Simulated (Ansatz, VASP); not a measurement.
**One calculation of Os, two programs**

```xyz
3
Lattice="4.1855 0.0000 0.0000 -2.0927 3.6247 0.0000 0.0000 0.0000 2.6131" Properties=species:S:1:pos:R:3 pbc="T T T"
Os    0.0000    0.0000    0.0000
Os    0.0000    2.4165    1.3066
Os    2.0927    1.2082    1.3066
```

Change from the starting cell: volume scaled by 0.9, LAPW.

Alike in both runs: task single point; functional PBE; k mesh 9 × 9 × 13; occupations fermi-dirac, width 0.1 eV; no spin polarisation.

|  | VASP | Ansatz |
| --- | --- | --- |
| version | VASP 6.6.1 | Ansatz 0.2.0 |
| potentials or method | VASP PAW PBE potentials, release 64 (Os), cutoff 520 eV | all-electron LAPW, scalar-relativistic |

|  | VASP | Ansatz | Ansatz less VASP |
| --- | --- | --- | --- |
| pressure (GPa) | 50.7 | 49.7 | -1.04 |
| traceless stress, the component that is largest in VASP (GPa) | 0.24 | 0.00 | -0.244 |

Both programs put the cell under a high pressure, so it lies far from rest at this level. Ansatz ran all-electron here, and VASP with PAW potentials.

Neither program's run includes spin-orbit coupling.
